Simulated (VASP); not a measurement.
A run of VASP 6.6.1 is set up as follows.

Contents of INCAR:

```
PREC     = Accurate       # precision mode
ENCUT    = 600            # plane-wave cutoff, eV
EDIFF    = 1E-6           # SCF threshold, eV
ISMEAR   = 0              # smearing method
SIGMA    = 0.1            # smearing width, eV
LREAL    = F              # projectors in reciprocal space
LASPH    = T              # aspherical terms in the spheres
NELM     = 200            # most SCF steps
ALGO     = Normal         # electronic algorithm
ISIF     = 2              # what is computed and relaxed
LWAVE    = F              # write WAVECAR
LCHARG   = F              # write CHGCAR
ISPIN    = 2              # spin polarisation
MAGMOM   = 0 1 1 0        # initial moments
LORBIT   = 11             # projections on sites
LMAXMIX  = 4              # l up to which the mixer works
GGA      = PE             # functional
NBANDS   = 33             # bands
GGA_COMPAT= F
```

The input KPOINTS:

```
Automatic mesh
0
Gamma
  6 6 4
```

The input POSCAR:

```
YTi2F
1.0
    3.3974048400      0.0000000000      0.0000000000
    0.0000000000      3.3974048400      0.0000000000
    0.0000000000      0.0000000000      4.8002314800
Y Ti F
1 2 1
Direct
    0.0000000000      0.0000000000      0.0000000000
    0.0000000000      0.0000000000      0.5000000000
    0.5000000000      0.5000000000      0.0000000000
    0.5000000000      0.5000000000      0.5000000000
```

Potentials or basis: VASP PAW PBE potentials, release 64 (Y_sv, Ti_sv, F).

Run with:

```bash
$ cat potpaw_PBE.64/Y_sv/POTCAR potpaw_PBE.64/Ti_sv/POTCAR potpaw_PBE.64/F/POTCAR > POTCAR
$ mpirun -np 1 vasp_std > vasp.out
```

**Question.** Estimate the pressure.

**Answer.** 36.0 GPa.

**Question.** Predict the net moment.

**Answer.** 0.00 μB per cell.

**Question.** What does it give for the band gap on the k mesh?

**Answer.** Zero (filled and empty bands overlap).

Stress tensor (GPa, compression positive):
```
37.67  0.00  0.00
 0.00 37.67  0.00
 0.00  0.00 32.53
```

Caveat: the stress differs along the axes, from 33 to 38 GPa.
